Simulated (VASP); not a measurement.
# BN in VASP: further runs

Runs on BN. Level: HSE06. Tasks: single point.

Everything below comes from runs of VASP 6.6.1. Logs are shortened: lines on timing, memory, paths and dates and some standing lists are left out, and cuts for length are marked.

**1. The cell of the first run**

It takes space group F-43m (No. 216, cubic). Conventional cell: a = 3.610 Å, b = 3.610 Å, c = 3.610 Å, α = 90.00°, β = 90.00°, γ = 90.00°. Within 2.1 Å of B (site symmetry -43m) lie 4 N at 1.56 Å. N (site symmetry -43m) has 4 B at 1.56 Å within 2.1 Å.

**2. Single point, HSE06**

Input file POSCAR:

```
BN
1.0
    0.0000000000      1.8048254497      1.8048254497
    1.8048254497      0.0000000000      1.8048254497
    1.8048254497      1.8048254497      0.0000000000
B N
1 1
Direct
    0.0000000000      0.0000000000      0.0000000000
    0.2500000000      0.2500000000      0.2500000000
```

Input file INCAR.step1:

```
  ALGO = Normal
  EDIFF = 1E-5
  ENCUT = 520
  GGA = PE
  ISIF = 2
  ISMEAR = 0
  LASPH = T
  LREAL = F
  LWAVE = T
  NBANDS = 11
  NELM = 80
  PREC = Accurate
  SIGMA = 0.01
```

Input file INCAR.step2:

```
  ALGO = Normal
  EDIFF = 1E-6
  ENCUT = 520
  GGA = PE
  HFSCREEN = 0.2079
  ISIF = 2
  ISMEAR = 0
  ISTART = 1
  LASPH = T
  LCHARG = T
  LELF = T
  LHFCALC = T
  LREAL = F
  LVHAR = T
  LWAVE = F
  NBANDS = 11
  NELM = 80
  PREC = Accurate
  PRECFOCK = Normal
  SIGMA = 0.01
```

Input file KPOINTS:

```
k-points
0
Gamma
  8 8 8
```

Potentials or basis: VASP PAW PBE potentials, release 64 (B, N).

Run with:

```console
cat potpaw_PBE.64/B/POTCAR potpaw_PBE.64/N/POTCAR > POTCAR
cp INCAR.step1 INCAR
mpirun -np 1 vasp_std > vasp.out
cp INCAR.step2 INCAR
mpirun -np 1 vasp_std > vasp.out
```

OUTCAR:

```text
EDIFF = 1E-6
   ENCUT = 520
   GGA = PE
   HFSCREEN = 0.2079
   ISIF = 2
   ISMEAR = 0
   ISTART = 1
   LASPH = T
   LHFCALC = T
   LREAL = F
   NELM = 80
   PREC = Accurate
   PRECFOCK = Normal

 ion  position               nearest neighbor table
   1  0.000  0.000  0.000-   2 1.56   2 1.56   2 1.56   2 1.56
   2  0.250  0.250  0.250-   1 1.56   1 1.56   1 1.56   1 1.56

  LATTYP: Found a face centered cubic cell.
 ALAT       =     3.6096508994

  Lattice vectors:

 A1 = (   0.0000000000,   1.8048254497,   1.8048254497)
 A2 = (   1.8048254497,   0.0000000000,   1.8048254497)
 A3 = (   1.8048254497,   1.8048254497,   0.0000000000)

Analysis of symmetry for initial positions (statically):
=====================================================================
 Subroutine PRICEL returns:
 Original cell was already a primitive cell.

 Routine SETGRP: Setting up the symmetry group for a
 face centered cubic supercell.

 Subroutine GETGRP returns: Found 24 space group operations
 (whereof 24 operations were pure point group operations)
 out of a pool of 48 trial point group operations.

The static configuration has the point symmetry T_d .

Analysis of symmetry for dynamics (positions and initial velocities):
=====================================================================
 Subroutine PRICEL returns:
 Original cell was already a primitive cell.

 Routine SETGRP: Setting up the symmetry group for a
 face centered cubic supercell.

 Subroutine GETGRP returns: Found 24 space group operations
 (whereof 24 operations were pure point group operations)
 out of a pool of 48 trial point group operations.

The dynamic configuration has the point symmetry T_d .

 Subroutine INISYM returns: Found 24 space group operations
 (whereof 24 operations are pure point group operations),
 and found     1 'primitive' translations

----------------------------------------------------------------------------------------

                                     Primitive cell

  volume of cell :      11.7581

  direct lattice vectors                    reciprocal lattice vectors
     0.000000000  1.804825450  1.804825450    -0.277035101  0.277035101  0.277035101
     1.804825450  0.000000000  1.804825450     0.277035101 -0.277035101  0.277035101
     1.804825450  1.804825450  0.000000000     0.277035101  0.277035101 -0.277035101

  length of vectors
     2.552408629  2.552408629  2.552408629     0.479838870  0.479838870  0.479838870

  position of ions in fractional coordinates (direct lattice)
     0.000000000  0.000000000  0.000000000
     0.250000000  0.250000000  0.250000000

  ion indices of the primitive-cell ions
   primitive index   ion index
                 1           1
                 2           2

----------------------------------------------------------------------------------------

 KPOINTS: k-points

Automatic generation of k-mesh.
 Grid dimensions read from file:
 generate k-points for:    8    8    8

 Generating k-lattice:

  Cartesian coordinates                     Fractional coordinates (reciprocal lattice)
    -0.034629388  0.034629388  0.034629388     0.125000000  0.000000000  0.000000000
     0.034629388 -0.034629388  0.034629388     0.000000000  0.125000000  0.000000000
     0.034629388  0.034629388 -0.034629388     0.000000000  0.000000000  0.125000000

  Length of vectors
     0.059979859  0.059979859  0.059979859

  Shift w.r.t. Gamma in fractional coordinates (k-lattice)
     0.000000000  0.000000000  0.000000000

 Subroutine IBZKPT returns following result:
 ===========================================

 Found     29 irreducible k-points:

 Following reciprocal coordinates:
            Coordinates               Weight
  0.000000  0.000000  0.000000      1.000000
  0.125000  0.000000  0.000000      8.000000
  0.250000  0.000000  0.000000      8.000000
  0.375000  0.000000  0.000000      8.000000
  0.500000  0.000000  0.000000      4.000000
  0.125000  0.125000  0.000000      6.000000
[... 16 lines left out ...]
  0.500000  0.250000  0.125000     48.000000
 -0.375000  0.250000  0.125000     24.000000
 [... further k-points ...]
   k-points           NKPTS =     29   k-points in BZ     NKDIM =    512   number of bands    NBANDS=     11
   number of dos      NEDOS =    301   number of ions     NIONS =      2
   total plane-waves  NPLWV =   8000
   dimension x,y,z NGX =    20 NGY =   20 NGZ =   20
   dimension x,y,z NGXF=    40 NGYF=   40 NGZF=   40
   ions per type =               1   1
   NGX,Y,Z   is equivalent  to a cutoff of  13.03, 13.03, 13.03 a.u.
   NGXF,Y,Z  is equivalent  to a cutoff of  26.05, 26.05, 26.05 a.u.
 SYSTEM =  unknown system
   PREC   = accura    normal or accurate (medium, high low for compatibility)
   ISTART =      1    job   : 0-new  1-cont  2-samecut
   ICHARG =      0    charge: 1-file 2-atom 10-const
   ISPIN  =      1    spin polarized calculation?
   LNONCOLLINEAR =      F non collinear calculations
   LSORBIT =      F    spin-orbit coupling
   LASPH  =      T    aspherical Exc in radial PAW
   ENCUT  =  520.0 eV  38.22 Ry    6.18 a.u.   4.75  4.75  4.75*2*pi/ulx,y,z
   NELM   =     80;   NELMIN=  2; NELMDL=  0     # of ELM steps
   EDIFF  = 0.1E-05   stopping-criterion for ELM
   LREAL  =      F    real-space projection
   EDIFFG = 0.1E-04   stopping-criterion for IOM
   NSW    =      0    number of steps for IOM
   IBRION =     -1    ionic relax: 0-MD 1-quasi-New 2-CG
   NFREE  =      0    steps in history (QN), initial steepest desc. (CG)
   ISIF   =      2    stress and relaxation
   ISYM   =      3    0-nonsym 1-usesym 2-fastsym
   POTIM  = 0.5000    time-step for ionic-motion
   TEBEG  =    0.0;   TEEND  =   0.0 temperature during run
   PSTRESS=    0.0 pullay stress
   NELECT =       8.0000    total number of electrons
   NUPDOWN=      -1.0000    fix difference up-down
   EMIN   =  10.00;   EMAX   =-10.00  energy-range for DOS
   EFERMI =   0.00;   METHOD = LEGACY
   ISMEAR =     0;   SIGMA  =   0.01  broadening in eV -4-tet -1-fermi 0-gaus
   EFERMI_NEDOS =   21; number of points for ismear=-14 and -15
   IALGO  =     38    algorithm
   IMIX   =      1    mixing-type and parameters
     AMIX     =   0.40;   BMIX     =  1.00
     AMIX_MAG =   1.60;   BMIX_MAG =  1.00
  volume/ion in A,a.u.               =       5.88        39.67
  Fermi-wavevector in a.u.,A,eV,Ry     =   1.439880  2.720979 28.208337  2.073254
  Thomas-Fermi vector in A             =   2.558686
   LORBIT       =      0    0 simple, 1 ext, 2 COOP (PROOUT), +10 PAW based schemes
   GGA     = PE    functional components
   LHFCALC =     T    Hartree Fock is set to
   PRECFOCK=normal    Normal, Fast or Accurate (Low or Medium for compatibility)
   ENCUT4O =  -1.0   cutoff for four orbital integrals eV
   NKREDX  =     1    reduce k-point grid by
   NKREDY  =     1    reduce k-point grid by
   NKREDZ  =     1    reduce k-point grid by
   AEXX    =    0.2500 exact exchange contribution
   HFSCREEN=    0.2079 screening length (either q_TF or 0.3 A-1)
   HFSCREENC=   0.2079 screening length for correlation (either q_TF or 0.3 A-1)
   ENCUTFOCK=  -1.0 apply spherical cutoff to Coloumb kernel
   IVDW    =     0    specifies the selected vdW correction
   LEPSILON=     F    determine dielectric tensor
   LRPA    =     F    only Hartree local field effects (RPA)
 non-spin polarized calculation
 Gauss-broadening in eV      SIGMA  =   0.01
  energy-cutoff  :      520.00
  volume of cell :       11.76
 maximum number of plane-waves:       332
  NGX = 16; NGY = 16; NGZ = 16

 number of electron       7.9999999 magnetization

 Free energy of the ion-electron system (eV)
  ---------------------------------------------------
  ext. energy  EPLUGINS =         0.00000000
  ---------------------------------------------------
  free energy    TOTEN  =       -20.32734308 eV

  energy without entropy =      -20.32734308  energy(sigma->0) =      -20.32734308

 E-fermi :   6.6980     XC(G=0): -10.5055

 val. band max:        6.5986656874   @ k =   0.0000   0.0000   0.0000
 cond. band min:      12.3779826202   @ k =   0.5000   0.5000   0.0000
 fundamental gap:      5.7793169328
 Fermi energy:         6.6979766536

 k-point     1 :       0.0000    0.0000    0.0000
  band No.  band energies     occupation
      1     -15.5594      2.00000
      2       6.5987      2.00000
      3       6.5987      2.00000
      4       6.5987      2.00000
      5      17.1734      0.00000
      6      17.1734      0.00000
      7      17.1734      0.00000
      8      18.8033      0.00000
      9      33.4151      0.00000
     10      36.4118      0.00000
     11      36.4118      0.00000

 k-point     2 :       0.1250    0.0000    0.0000
  band No.  band energies     occupation
      1     -15.1496      2.00000
      2       4.5692      2.00000
      3       6.1914      2.00000
      4       6.1914      2.00000
      5      17.5313      0.00000
      6      17.7900      0.00000
      7      17.7900      0.00000
      8      20.1019      0.00000
      9      32.8929      0.00000
     10      33.1554      0.00000
     11      33.1554      0.00000

 k-point     3 :       0.2500    0.0000    0.0000
  band No.  band energies     occupation
      1     -13.9602      2.00000
      2       0.6213      2.00000
      3       5.3796      2.00000
      4       5.3796      2.00000
      5      17.9945      0.00000
      6      18.8038      0.00000
      7      18.8038      0.00000
      8      22.3081      0.00000
      9      32.0142      0.00000
     10      32.1048      0.00000
     11      32.1048      0.00000
[... 267 lines left out ...]
 k-point    23 :       0.5000    0.2500    0.1250
  band No.  band energies     occupation
      1     -11.3098      2.00000
      2      -2.3871      2.00000
      3       1.4156      2.00000
      4       3.4022      2.00000
      5      17.6729      0.00000
      6      19.8101      0.00000
      7      22.4811      0.00000
      8      23.3947      0.00000
      9      28.8741      0.00000
     10      34.0676      0.00000
     11      36.4919      0.00000

 k-point    24 :      -0.3750    0.2500    0.1250
  band No.  band energies     occupation
      1     -10.2528      2.00000
      2      -3.9826      2.00000
      3       1.3253      2.00000
      4       2.8605      2.00000
      5      17.8432      0.00000
      6      19.6295      0.00000
      7      23.2023      0.00000
      8      24.6887      0.00000
      9      28.0912      0.00000
     10      34.8754      0.00000
     11      36.4357      0.00000

 [... further k-points ...]
[... 5 lines left out ...]
  --------------------------------------------------------------------------------------
  -------------------------------------------------------------------------------------
  Total       -0.2885689     -0.2885689     -0.2885689      0.0000000     -0.0000000      0.0000000
  in kB      -39.3209988    -39.3209988    -39.3209988      0.0000000     -0.0000000      0.0000000
  external PRESSURE =     -39.3209988 kB  Pullay stress =       0.0000000 kB

 VOLUME and BASIS-vectors are now :
 -----------------------------------------------------------------------------
  energy-cutoff  :      520.00
  volume of cell :       11.76
      direct lattice vectors                 reciprocal lattice vectors
     0.000000000  1.804825450  1.804825450    -0.277035101  0.277035101  0.277035101
     1.804825450  0.000000000  1.804825450     0.277035101 -0.277035101  0.277035101
     1.804825450  1.804825450  0.000000000     0.277035101  0.277035101 -0.277035101

 POSITION                                       TOTAL-FORCE (eV/Angst)
 -----------------------------------------------------------------------------------
      0.00000      0.00000      0.00000         0.000000     -0.000000     -0.000000
      0.90241      0.90241      0.90241        -0.000000      0.000000      0.000000
 -----------------------------------------------------------------------------------
    total drift:                               -0.000000     -0.000000     -0.000000

  FREE ENERGIE OF THE ION-ELECTRON SYSTEM (eV)
  ---------------------------------------------------
  free  energy   TOTEN  =       -20.3273430801 eV

  energy  without entropy=      -20.3273430801  energy(sigma->0) =      -20.32734308
```

Wall time 12 min (1 thread of Intel Xeon Platinum 8259CL at 2.50GHz (Skylake/Cascade Lake), shared host); peak memory 0.23 GiB.

What came out:

```
Free energy            : -20.3273 eV
Pressure               : -3.9 GPa
Band gap on the k mesh : 5.78 eV (least direct gap 10.57 eV)
```

Levels at points of the mesh, in eV from the valence-band top:
```tsv
k point	band 2	band 3	band 4	band 5	band 6	band 7
(0.00, 0.00, 0.00)	0.00	0.00	0.00	10.57	10.57	10.57
(0.50, 0.00, 0.00)	-11.67	-2.11	-2.11	11.90	12.54	12.54
(0.50, 0.50, 0.00)	-9.80	-5.34	-5.34	5.78	10.76	20.53
```

Caveat: the cell stands under tension; the PAW data sets were made with another functional, which shifts forces and pressure a little.

**3. Single point, HSE06 (strain +3.0%)**

Input file POSCAR:

```
BN
1.0
    0.0000000000      1.8589702132      1.8589702132
    1.8589702132      0.0000000000      1.8589702132
    1.8589702132      1.8589702132      0.0000000000
B N
1 1
Direct
    0.0000000000      0.0000000000      0.0000000000
    0.2500000000      0.2500000000      0.2500000000
```

Input file INCAR.step1:

```
SYSTEM = BN
PREC = Accurate
ENCUT = 520
EDIFF = 1E-5
ISMEAR = 0
SIGMA = 0.01
LREAL = .FALSE.
LASPH = .TRUE.
NELM = 100
ALGO = Normal
ISIF = 2
LWAVE = .TRUE.
LCHARG = .FALSE.
GGA = PE
NBANDS = 11
```

Input file INCAR.step2:

```
SYSTEM = BN
PREC = Accurate
ENCUT = 520
EDIFF = 1E-7
ISMEAR = 0
SIGMA = 0.01
LREAL = .FALSE.
LASPH = .TRUE.
NELM = 100
ALGO = Normal
ISIF = 2
LWAVE = .FALSE.
LCHARG = .FALSE.
GGA = PE
LHFCALC = .TRUE.
HFSCREEN = 0.2079
PRECFOCK = Normal
ISTART = 1
NBANDS = 11
```

Input file KPOINTS:

```
regular mesh
0
G
  8 8 8
  0 0 0
```

Potentials or basis: VASP PAW PBE potentials, release 64 (B, N).

Run with:

```console
cat potpaw_PBE.64/B/POTCAR potpaw_PBE.64/N/POTCAR > POTCAR
cp INCAR.step1 INCAR
mpirun -np 1 vasp_std > vasp.out
cp INCAR.step2 INCAR
mpirun -np 1 vasp_std > vasp.out
```

It took 20 min on 1 thread of Intel Xeon Platinum 8259CL at 2.50GHz (Skylake/Cascade Lake), shared host; peak memory 0.23 GiB.

The run converged. Its results:

```
Free energy            : -20.1951 eV
Pressure               : -33.4 GPa
Band gap on the k mesh : 5.66 eV (least direct gap 10.12 eV)
```

Levels at points of the mesh, in eV from the valence-band top:
```tsv
k point	band 1	band 2	band 3	band 4	band 5	band 6	band 7	band 8
(0.00, 0.00, 0.00)	-21.14	0.00	0.00	0.00	10.12	10.12	10.12	10.71
(0.50, 0.00, 0.00)	-17.03	-10.84	-1.94	-1.94	10.71	12.01	12.01	16.48
(0.50, 0.50, 0.00)	-15.67	-9.21	-4.89	-4.89	5.66	10.23	19.12	19.12
```

Caveat: the cell differs from its parent crystal (strain +3.0%); the cell stands under tension; the PAW data sets were made with another functional, which shifts forces and pressure a little.

**4. Single point, HSE06 (epitaxial 111 strain -2.5%)**

Input file POSCAR:

```
BN
1.0
    0.0349220593      1.7946268727      1.7946268727
    1.7946268727      0.0349220593      1.7946268727
    1.7946268727      1.7946268727      0.0349220593
B N
1 1
Direct
    0.0002007007      0.0002007007      0.0002007007
    0.2497992993      0.2497992993      0.2497992993
```

Input file INCAR.step1:

```
SYSTEM = BN
PREC = Accurate ; ENCUT = 520
EDIFF = 1E-5 ; ISMEAR = 0
SIGMA = 0.01 ; LREAL = .FALSE.
LASPH = .TRUE. ; NELM = 100
ALGO = Normal ; ISIF = 2
LWAVE = .TRUE. ; LCHARG = .FALSE.
NBANDS = 11 ; GGA = PE
```

Input file INCAR.step2:

```
SYSTEM = BN
PREC = Accurate ; ENCUT = 520
EDIFF = 1E-6 ; ISMEAR = 0
SIGMA = 0.01 ; LREAL = .FALSE.
LASPH = .TRUE. ; NELM = 100
ALGO = Normal ; ISIF = 2
LWAVE = .FALSE. ; LCHARG = .FALSE.
GGA = PE ; LHFCALC = .TRUE.
HFSCREEN = 0.2079 ; PRECFOCK = Normal
NBANDS = 11 ; ISTART = 1
```

KPOINTS is that of step 3.

Run with:

```console
cat potpaw_PBE.64/B/POTCAR potpaw_PBE.64/N/POTCAR > POTCAR
cp INCAR.step1 INCAR
mpirun -np 1 vasp_std > vasp.out
cp INCAR.step2 INCAR
mpirun -np 1 vasp_std > vasp.out
```

Run time: 43 min. Hardware: 1 thread of AMD EPYC 7R43 (Zen 3), shared host; peak memory 0.2 GiB.

The run converged. Its results:

| Quantity | Value |
| --- | --- |
| Free energy | -20.2864 eV |
| Pressure | 16.3 GPa |
| Largest force | 0.031 eV/Å |
| Band gap on the k mesh | 5.76 eV (least direct gap 10.03 eV) |

Forces in eV/Å, atoms in the order of the input:
```
B    0.018  0.018  0.018
N   -0.018 -0.018 -0.018
```

Stress tensor (GPa, compression positive):
```
 16.33 -10.24 -10.24
-10.24  16.33 -10.24
-10.24 -10.24  16.33
```

Levels at points of the mesh, in eV from the valence-band top:
| k point | band 1 | band 2 | band 3 | band 4 | band 5 | band 6 | band 7 | band 8 | band 9 |
| --- | --- | --- | --- | --- | --- | --- | --- | --- | --- |
| (0.00, 0.00, 0.00) | -22.79 | -0.18 | 0.00 | 0.00 | 10.03 | 11.04 | 11.04 | 13.16 | 27.68 |
| (0.50, 0.00, 0.00) | -17.91 | -12.17 | -2.36 | -2.33 | 11.99 | 12.70 | 12.95 | 17.85 | 26.20 |
| (0.50, 0.50, 0.00) | -16.44 | -10.19 | -5.83 | -5.44 | 5.76 | 11.02 | 21.12 | 21.23 | 24.23 |
| (0.50, 0.50, 0.50) | -18.28 | -12.27 | -2.01 | -2.01 | 13.00 | 13.00 | 13.09 | 17.84 | 26.43 |

Caveat: the cell differs from its parent crystal (epitaxial 111 strain -2.5%); the cell stands under pressure; the PAW data sets were made with another functional, which shifts forces and pressure a little. A k mesh can miss the band edges.

**5. Summary**

```csv
cell,gap on the mesh (eV),pressure (GPa)
"a = 2.552 Å, angles 60.0°, 2 atoms",5.78,-3.9
"a = 2.629 Å, angles 60.0°, 2 atoms",5.66,-33.4
"a = 2.538 Å, angles 58.7°, 2 atoms",5.76,16.3
```

Alike in all rows: task single point; level HSE06; potentials or basis VASP PAW PBE potentials, release 64 (B, N); no spin polarisation; k mesh 8 × 8 × 8; cutoff (eV) 520; smearing gaussian 0.01 eV.

Caveats: the PAW data sets were made with another functional, which shifts forces and pressure a little; the cell stands under tension (at least some runs); the cell stands under pressure (at least some runs).

Total energies depend on the potentials used, so only differences within one code and one set of settings carry meaning.
